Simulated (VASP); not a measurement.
Runs of VASP 6.6.1 on Si. The structure is that of space group Cmcm (No. 63), or close to it. The cells are those of the table. 

| cell | gap on the mesh (eV) | pressure (GPa) | largest force (eV/Å) |
| --- | --- | --- | --- |
| a = 3.716, b = 3.890, c = 6.333 Å, angles 90.0, 90.0, 118.5°, 4 atoms | none | -0.1 | 0.44 |
| a = 3.946, b = 3.775, c = 6.333 Å, angles 90.0, 90.0, 121.5°, 4 atoms | none | (a) | 0.54 |
| a = 3.965, b = 3.766, c = 6.333 Å, angles 90.0, 90.0, 121.8°, 4 atoms | none | 0.1 | 0.65 |
| a = 3.985, b = 3.757, c = 6.333 Å, angles 90.0, 90.0, 122.0°, 4 atoms | none | 0.1 | 0.77 |
| a = 3.678, b = 3.910, c = 6.333 Å, angles 90.0, 90.0, 118.1°, 4 atoms | none | 0.2 | 0.57 |

Alike in all rows: task single point; level PBEsol; potentials or basis VASP PAW PBE potentials, release 64 (Si); no spin polarisation; k mesh 12 × 12 × 6; cutoff (eV) 520; smearing gaussian 0.03 eV.

Question: Fill in the values left out.

Answer: (a) 0.0.

Caveats: semilocal functionals underestimate gaps, and a narrow one can read as zero; the PAW data sets were made with another functional, which shifts forces and pressure a little; the stress differs along the axes, from -5 to 5 GPa (at least some runs); the stress differs along the axes, from -6 to 6 GPa (at least some runs); the stress differs along the axes, from -7 to 7 GPa (at least some runs); the stress differs along the axes, from -6 to 7 GPa (at least some runs).

A gap of «none» marks levels without a gap at the run's occupations.
